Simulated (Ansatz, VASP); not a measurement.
SrTiO3: VASP beside Ansatz

```
Sr Ti O
1.0
     3.93641    0.00000    0.00000
     0.00000    3.93641    0.00000
     0.00000    0.00000    3.93641
Sr Ti O
1 1 3
Direct
  0.95546 0.00000 0.00000
  0.57467 0.50000 0.50000
  0.99594 0.50000 0.50000
  0.51231 0.00000 0.50000
  0.51231 0.50000 0.00000
```

Change from the starting cell: mode 1 frozen in at -0.096 Å and mode 7 at -0.230 Å (largest displacements).

Alike in both runs: task single point; functional PBE; k mesh 8 × 8 × 8; occupations gaussian, width 0.05 eV; no spin polarisation.

|  | VASP | Ansatz |
| --- | --- | --- |
| version | VASP 6.6.1 | Ansatz 0.2.0 |
| potentials or method | VASP PAW PBE potentials, release 64 (Sr_sv, Ti_sv, O), cutoff 520 eV | scalar-relativistic, plane waves, PAW |
| valence electrons in the cell | 40 | 40 |

VASP gave:

- gap on the k mesh at the Fermi level (eV): 1.91
- least direct gap on the mesh (eV): 2.55
- pressure (GPa): 10.1
- traceless stress, the component that is largest in VASP (GPa): 10.59
- rms of the force components (eV/Å): 1.711

**Question.** What did Ansatz give for the same quantities?

**Answer.** gap on the k mesh at the Fermi level (eV): 1.95; least direct gap on the mesh (eV): 2.58; pressure (GPa): 9.3; traceless stress, the component that is largest in VASP (GPa): 10.19; rms of the force components (eV/Å): 1.630.

Atom by atom the forces differ by 0.083 eV/Å (rms over components). The functional is the same, so the differences come from potentials, cutoffs and numerics.
